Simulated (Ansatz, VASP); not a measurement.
## SiC in VASP and in Ansatz

File INCAR:

```
ALGO     = Normal         # electronic algorithm
EDIFF    = 1E-6           # SCF threshold, eV
ENCUT    = 520            # plane-wave cutoff, eV
GGA      = PE             # functional
ISIF     = 2              # what is computed and relaxed
ISMEAR   = 0              # smearing method
LASPH    = True           # aspherical terms in the spheres
LCHARG   = True           # write CHGCAR
LELF     = True           # ELF
LREAL    = False          # projectors in reciprocal space
LVHAR    = True         
LWAVE    = False          # write WAVECAR
NBANDS   = 36             # bands
NELM     = 60             # most SCF steps
PREC     = Accurate       # precision mode
SIGMA    = 0.05           # smearing width, eV
```

Contents of KPOINTS:

```
k-points
0
Gamma
  10 10 2
```

The input POSCAR:

```
SiC
1.0
    2.1898640950     -2.1898640950      0.0000000000
    2.1898640950      0.0000000000     -2.1898640950
    9.0481315145      9.0481315145      9.0481315145
Si C
6 6
Direct
    1.0000000000      0.0000000000      0.3831722417
    0.3333333333      0.3333333333      0.2218229736
    0.6666666667      0.6666666667      0.5445215097
    1.0000000000      1.0000000000      0.8672200457
    0.3333333333      0.3333333333      0.7058707777
    0.6666666667      0.6666666667      0.0604737056
    0.6666666667      0.6666666667      0.4235095587
    0.0000000000      0.0000000000      0.2621602906
    0.3333333333      0.3333333333      0.5848588267
    0.6666666667      0.6666666667      0.9075573627
    0.0000000000      0.0000000000      0.7462080947
    0.3333333333      0.3333333333      0.1008110226
```

Input for Ansatz:

```yaml
crystal:
  lattice:
    - [2.189864095, -2.189864095, 0.0]
    - [2.189864095, 0.0, -2.189864095]
    - [9.0481315145, 9.0481315145, 9.0481315145]
  atoms:
    - { symbol: Si, position: [1.0, 0.0, 0.3831722417] }
    - { symbol: Si, position: [0.3333333333, 0.3333333333, 0.2218229736] }
    - { symbol: Si, position: [0.6666666667, 0.6666666667, 0.5445215097] }
    - { symbol: Si, position: [1.0, 1.0, 0.8672200457] }
    - { symbol: Si, position: [0.3333333333, 0.3333333333, 0.7058707777] }
    - { symbol: Si, position: [0.6666666667, 0.6666666667, 0.0604737056] }
    - { symbol: C, position: [0.6666666667, 0.6666666667, 0.4235095587] }
    - { symbol: C, position: [0.0, 0.0, 0.2621602906] }
    - { symbol: C, position: [0.3333333333, 0.3333333333, 0.5848588267] }
    - { symbol: C, position: [0.6666666667, 0.6666666667, 0.9075573627] }
    - { symbol: C, position: [0.0, 0.0, 0.7462080947] }
    - { symbol: C, position: [0.3333333333, 0.3333333333, 0.1008110226] }
basis:
  ecutwfc: 420
kpoints:
  mp_grid: { grid: [10, 10, 2] }
hamiltonian:
  xc: pbe
scf:
  occupations: { method: gaussian, width: 0.05 }
output:
  forces: true
  stress: true
  eigenvalues: true
  write_density: true
  write_potential: true
  elf: true
  volumetric_format: npy
```

Alike in both runs: task single point; functional PBE; k mesh 10 × 10 × 2; occupations gaussian, width 0.05 eV; no spin polarisation.

|  | VASP | Ansatz |
| --- | --- | --- |
| version | VASP 6.6.1 | Ansatz 0.2.0 |
| potentials or method | VASP PAW PBE potentials, release 64 (Si, C), cutoff 520 eV | scalar-relativistic, plane waves, PAW |
| valence electrons in the cell | 48 | 48 |

```tsv
	VASP	Ansatz	Ansatz less VASP
gap on the k mesh at the Fermi level (eV)	0.69	0.69	-0.005
least direct gap on the mesh (eV)	2.04	2.04	-0.003
pressure (GPa)	-3.0	-3.0	+0.05
traceless stress, the component that is largest in VASP (GPa)	-2.77	-2.75	+0.020
rms of the force components (eV/Å)	0.542	0.544	+0.0022
```

Atom by atom the forces differ by 0.003 eV/Å (rms over components).
